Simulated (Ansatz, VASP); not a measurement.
## One calculation of Sc2GaSbAs2, two programs

```
CELL_PARAMETERS angstrom
4.98154 0.00000 0.00000
-2.49077 4.31414 0.00000
0.00000 0.00000 10.97596
ATOMIC_POSITIONS crystal
Sc 0.00000 0.00000 0.25313
Sc 0.00000 0.00000 0.74687
Ga 0.00000 0.00000 0.00000
Sb 0.00000 0.00000 0.50000
As 0.33333 0.66667 0.50000
As 0.66667 0.33333 0.50000
```

Alike in both runs: functional PBE; k mesh 6 × 6 × 2; occupations gaussian, width 0.1 eV; no spin polarisation.

Ansatz relaxed the structure, and its values are those at the end. VASP's run is a single point on that final structure, the one shown.

|  | VASP | Ansatz |
| --- | --- | --- |
| version | VASP 6.6.1 | Ansatz 0.2.0 |
| potentials or method | VASP PAW PBE potentials, release 64 (Sc_sv, Ga_d, Sb, As), cutoff 520 eV | scalar-relativistic, plane waves, PAW |
| valence electrons in the cell | 50 | 80 |

|  | VASP | Ansatz | Ansatz less VASP |
| --- | --- | --- | --- |
| gap on the k mesh at the Fermi level (eV) | none | none | - |
| pressure (GPa) | 0.0 | 0.0 | -0.03 |
| rms of the force components (eV/Å) | 0.007 | 0.010 | +0.0033 |

A gap of «none» marks a metal or a gap that the smearing closes. VASP's potentials hold 50 valence electrons a cell and Ansatz's 80, so a difference there can come from the potentials and not from the codes.

Spin-orbit coupling is off throughout.
